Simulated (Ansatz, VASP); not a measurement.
**Two plane-wave programs on SiC**

```xyz
2
Lattice="0.0000 2.3479 2.3479 2.3479 0.0000 2.3479 2.3479 2.3479 0.0000" Properties=species:S:1:pos:R:3 pbc="T T T"
Si    0.0000    0.0000    0.0000
C     3.5219    3.5219    3.5219
```

Change from the starting cell: strain +0.080 along x and y, +0.080 along z, atoms carried along.

Alike in both runs: task single point; functional r2SCAN; k mesh 12 × 12 × 12; occupations gaussian, width 0.05 eV; no spin polarisation.

```csv
,VASP,Ansatz
version,VASP 6.6.1,Ansatz 0.2.0
potentials or method,"VASP PAW PBE potentials, release 64 (Si, C), cutoff 520 eV","scalar-relativistic, plane waves, PAW"
valence electrons in the cell,8,8
```

|  | VASP | Ansatz | Ansatz less VASP |
| --- | --- | --- | --- |
| gap on the k mesh at the Fermi level (eV) | 1.83 | 1.82 | -0.006 |
| least direct gap on the mesh (eV) | 4.08 | 4.07 | -0.015 |
| pressure (GPa) | -32.6 | -32.6 | +0.05 |

VASP's potentials were made for PBE, not for r2SCAN. Both programs put the cell under strong tension, so it lies far from rest at this level.

Noted on VASP's run: the cell as given lies far from equilibrium.
